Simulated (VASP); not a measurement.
## VO2: electric field gradients with LDA

VO2:

```
CELL_PARAMETERS angstrom
4.55460 0.00000 0.00000
0.00000 4.55460 0.00000
0.00000 0.00000 2.85280
ATOMIC_POSITIONS crystal
V 0.00000 0.00000 0.00000
V 0.50000 0.50000 0.50000
O 0.30010 0.30010 0.00000
O 0.19990 0.80010 0.50000
O 0.69990 0.69990 0.00000
O 0.80010 0.19990 0.50000
```

| Quantity | Value |
| --- | --- |
| Program | VASP 6.6.1 |
| Task | electric field gradients |
| Functional | LDA |
| Potentials or basis | VASP PAW LDA potentials, release 64 (V_sv, O) |
| Cutoff | 520 eV |
| k mesh | 10 × 10 × 16 |
| Occupations | fermi-dirac, width 0.05 eV |
| Spin | collinear spin, ferromagnetic start |
| Starting moments | [1.0, 1.0, 0.0, 0.0, 0.0, 0.0] μB |
| Dipole correction | no |
| Further INCAR settings | ALGO = Normal; EDIFF = 1e-08; NBANDS = 38 |

```json
{"Pressure": "-12.4 GPa", "Largest force": "0.064 eV/Å", "Net moment": "1.85 μB per cell", "Site moments": "V +0.92; O -0.03 μB", "Largest electric field gradient by atom": "V -11.0; O -23.9 V/Å²", "Valence electrons inside the program's atomic spheres": "V 11.56; O 5.01"}
```

Forces on the atoms (eV/Å):
```
V    0.000  0.000  0.000
V    0.000  0.000  0.000
O    0.045  0.045  0.000
O   -0.045  0.045  0.000
O   -0.045 -0.045  0.000
O    0.045 -0.045  0.000
```

Stress tensor (GPa, compression positive):
```
-10.45   0.00   0.00
  0.00 -10.45   0.00
  0.00   0.00 -16.17
```

Levels at points of the mesh, in eV from the Fermi level:
Spin up:
```tsv
k point	band 24	band 25	band 26	band 27	band 28	band 29
(0.00, 0.00, 0.00)	-1.56	-0.95	-0.76	-0.31	-0.31	-0.27
(0.50, 0.00, 0.00)	-2.29	-0.26	-0.26	0.33	0.33	0.98
(0.50, 0.50, 0.00)	-2.86	-0.94	-0.94	-0.29	-0.29	1.38
(0.00, 0.00, 0.50)	-3.21	0.43	0.43	0.54	0.54	1.07
(0.50, 0.00, 0.50)	-2.62	-0.83	-0.83	0.53	0.53	1.33
(0.50, 0.50, 0.50)	-2.31	0.08	0.08	0.47	0.47	0.55
```
Spin down:
| k point | band 21 | band 22 | band 23 | band 24 | band 25 | band 26 | band 27 | band 28 |
| --- | --- | --- | --- | --- | --- | --- | --- | --- |
| (0.00, 0.00, 0.00) | -2.20 | -2.05 | -2.05 | -1.53 | -0.12 | -0.04 | 0.50 | 0.58 |
| (0.50, 0.00, 0.00) | -3.23 | -3.23 | -2.30 | -2.30 | 0.50 | 0.50 | 1.16 | 1.16 |
| (0.50, 0.50, 0.00) | -2.86 | -2.86 | -2.86 | -2.86 | -0.15 | -0.15 | 0.60 | 0.60 |
| (0.00, 0.00, 0.50) | -4.06 | -4.06 | -3.15 | -3.15 | 1.15 | 1.15 | 1.39 | 1.39 |
| (0.50, 0.00, 0.50) | -3.73 | -3.73 | -2.65 | -2.65 | 0.00 | 0.00 | 1.39 | 1.39 |
| (0.50, 0.50, 0.50) | -2.96 | -2.96 | -2.29 | -2.29 | 0.79 | 0.79 | 1.19 | 1.19 |

Electric field gradients, principal values (V/Å²):
| atom | least | middle | greatest (by size) |
| --- | --- | --- | --- |
| 1 V | 5.047 | 5.959 | -11.006 |
| 2 V | 5.047 | 5.959 | -11.006 |
| 3 O | 0.334 | 23.601 | -23.935 |
| 4 O | 0.334 | 23.601 | -23.935 |
| 5 O | 0.334 | 23.601 | -23.935 |
| 6 O | 0.334 | 23.601 | -23.935 |

It took 3.1 min on 4 MPI ranks on Intel(R) Xeon(R) Platinum 8488C (Sapphire Rapids) (shared host), peak memory 0.58 GiB a rank.

Caveat: the stress differs along the axes, from -16 to -10 GPa; without QUAD_EFG the Cq values of the log hold for a quadrupole moment of 1 mb, not for the nuclei; semilocal functionals often make such compounds metallic where correlation or magnetic order opens a gap, which also shifts bond lengths. With open d or f shells a metallic result of LDA can be an artefact of self-interaction; +U or a hybrid may open a gap.
